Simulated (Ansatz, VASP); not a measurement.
## Bi: VASP beside Ansatz

File INCAR:

```
ALGO = Normal
EDIFF = 1E-7
ENCUT = 520
GGA = RE
ISIF = 2
ISMEAR = -1
LASPH = True
LCHARG = False
LREAL = False
LWAVE = False
NBANDS = 30
NELM = 60
PREC = Accurate
SIGMA = 0.1
```

The input KPOINTS:

```
k-points
0
Gamma
  7 7 11
```

File POSCAR:

```
Bi
1.0
    5.6160824141      0.0000000000      0.0000000000
   -2.8080412071      4.8636700404      0.0000000000
    0.0000000000      0.0000000000      3.3025596303
Bi
3
Direct
    0.0000000000      0.0000000000      0.0000000000
    0.3333333333      0.6666666667      0.5000000000
    0.6666666667      0.3333333333      0.5000000000
```

Input for Ansatz:

```yaml
crystal:
  lattice:
    - [5.6160824141, 0.0, 0.0]
    - [-2.8080412071, 4.8636700404, 0.0]
    - [0.0, 0.0, 3.3025596303]
  atoms:
    - { symbol: Bi, position: [0.0, 0.0, 0.0] }
    - { symbol: Bi, position: [0.3333333333, 0.6666666667, 0.5] }
    - { symbol: Bi, position: [0.6666666667, 0.3333333333, 0.5] }
hamiltonian:
  xc: revpbe
  pseudopotentials:
    kind: paw
    azcp:
      Bi: "pseudopotentials/Bi.paw.azcp"
basis:
  ecutwfc: 420
  fft_grid_basis: typed
kpoints:
  mp_grid: { grid: [7, 7, 11], shift: [0, 0, 0] }
magnetization:
  spin_polarized: false
scf:
  occupations: { method: fermi_dirac, width: 0.1 }
  lower_state_search: "off"
output:
  stress: true
  write_density: true
  write_potential: true
  elf: true
  volumetric_format: npy
```

Alike in both runs: task single point; functional revPBE; k mesh 7 × 7 × 11; occupations fermi-dirac, width 0.1 eV; no spin polarisation.

```csv
,VASP,Ansatz
version,VASP 6.6.1,Ansatz 0.2.0
potentials or method,"VASP PAW PBE potentials, release 64 (Bi_d), cutoff 520 eV","plane waves (420 eV) with PAW, scalar-relativistic"
valence electrons in the cell,45,45
```

Ansatz gave:

```
pressure (GPa)                                                : 4.9
traceless stress, the component that is largest in VASP (GPa) : 1.11
```

Task: Estimate VASP's values.

Result: Pressure (GPa): 4.8; traceless stress, the component that is largest in VASP (GPa): 1.10.

VASP's potentials were made for PBE, not for revPBE. The functional is the same, so the differences come from potentials, cutoffs and numerics.

Spin-orbit coupling is off throughout.
